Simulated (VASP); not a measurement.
Be2C, 3 atoms in the cell. It takes space group Fm-3m (No. 225, cubic). The conventional cell has a = 4.335 Å, b = 4.335 Å, c = 4.335 Å, α = 90.00°, β = 90.00°, γ = 90.00°. Within 2.5 Å of Be (site symmetry -43m) lie 4 C at 1.88 Å and 6 Be at 2.17 Å. C (site symmetry m-3m) has 8 Be at 1.88 Å within 2.5 Å. 

* Program: VASP 6.6.1
* Task: phonons
* Functional: r2SCAN
* Potentials or basis: VASP PAW PBE potentials, release 64 (Be, C)
* Cutoff: 660 eV
* k mesh: 10 × 10 × 10
* Occupations: gaussian, width 0.01 eV
* Spin: no spin polarisation
* Dipole correction: no
* Further INCAR settings: ALGO = Normal; EDIFF = 1e-08; IBRION = 6; POTIM = 0.015; NSW = 1

Potentials or basis: VASP PAW PBE potentials, release 64 (Be, C).

Run with:

```console
$ cat potpaw_PBE.64/Be/POTCAR potpaw_PBE.64/C/POTCAR > POTCAR
$ mpirun -np 1 vasp_std > vasp.out
```

Hardware: 1 thread of Intel Xeon 8259CL (shared host).

Problem. How long does it take, and how much memory?

Solution. It took 12 min on 1 thread of Intel Xeon 8259CL, with other jobs on the host, peak memory 0.21 GiB. Counts: scf iterations 68, k points 47.
